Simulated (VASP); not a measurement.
Wanted: the native input for a VASP 6.6.1 run.

```
Task                   : single point
Functional             : PBE
Potentials or basis    : VASP PAW PBE potentials, release 64 (Bi_d)
Cutoff                 : 520 eV
k mesh                 : 8 × 8 × 8
Occupations            : fermi-dirac, width 0.1 eV
Spin                   : no spin polarisation
Dipole correction      : no
Further INCAR settings : ALGO = Normal; EDIFF = 1e-06; NBANDS = 22
```

The structure of Bi lies in POSCAR:

```
Bi
1.0
    2.2924582305      1.3235513765      4.0467531177
   -2.2924582305      1.3235513765      4.0467531177
    0.0000000000     -2.6471027530      4.0467531177
Bi
2
Direct
    0.2337113826      0.2337113826      0.2337113826
    0.7662886174      0.7662886174      0.7662886174
```

The input as run:

INCAR

```
PREC = Accurate ; ENCUT = 520
EDIFF = 1E-6 ; ISMEAR = -1
SIGMA = 0.1 ; LREAL = False
LASPH = True ; NELM = 100
ALGO = Normal ; ISIF = 2
LWAVE = False ; LCHARG = False
GGA = PE ; NBANDS = 22
```

KPOINTS

```
regular mesh
0
Gamma
  8 8 8
```

Potentials or basis: VASP PAW PBE potentials, release 64 (Bi_d).

Launch:

```sh
$ cat potpaw_PBE.64/Bi_d/POTCAR > POTCAR
$ mpirun -np 1 vasp_std > vasp.out
```

It gave:

| Property | Result |
| --- | --- |
| Pressure | 0.0 GPa |
| Largest force | 0.016 eV/Å |
| Band gap on the k mesh | zero (band 15 reaches 5.77 eV, above the bottom of band 16 at 5.61 eV) |

Caveat: spin-orbit coupling is left out, which moves the levels of the heavy elements.

It took 34 s on 1 thread of Intel(R) Xeon(R) Platinum 8559C (Emerald Rapids) (shared host), peak memory 0.24 GiB.
